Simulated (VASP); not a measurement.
Write the native input for VASP 6.6.1 that does the following.

```
Task                   : single point
Functional             : PBE
Potentials or basis    : VASP PAW PBE potentials, release 64 (K_sv, Br)
Cutoff                 : 520 eV
k mesh                 : 4 × 4 × 4
Occupations            : gaussian, width 0.01 eV
Spin                   : no spin polarisation
Dipole correction      : no
Further INCAR settings : ALGO = Normal; EDIFF = 1e-06; NBANDS = 15
```

The structure of KBr lies in POSCAR:

```
KBr
1.0
    0.0000000000      3.3022478147      3.3022478147
    3.3022478147      0.0000000000      3.3022478147
    3.3022478147      3.3022478147      0.0000000000
K Br
1 1
Direct
    0.0000000000      0.0000000000      0.0000000000
    0.5000000000      0.5000000000      0.5000000000
```

One way to write it, as run:

INCAR

```
SYSTEM = KBr
PREC = Accurate
ENCUT = 520
EDIFF = 1E-6
ISMEAR = 0
SIGMA = 0.01
LREAL = .False.
LASPH = .True.
NELM = 80
ALGO = Normal
ISIF = 2
LWAVE = .False.
LCHARG = .True.
GGA = PE
LELF = .True.
LVHAR = .True.
NBANDS = 15
```

KPOINTS

```
regular mesh
0
Gamma
  4 4 4
  0 0 0
```

Potentials or basis: VASP PAW PBE potentials, release 64 (K_sv, Br).

Run with:

```sh
$ cat potpaw_PBE.64/K_sv/POTCAR potpaw_PBE.64/Br/POTCAR > POTCAR
$ mpirun -np 1 vasp_std > vasp.out
```

Results of the run:

```yaml
Pressure: 0.7 GPa
Band_gap_on_the_k_mesh: 4.43 eV
```

It took 24 s on 1 thread of Intel Xeon 8259CL, with other jobs on the host, peak memory 0.2 GiB.
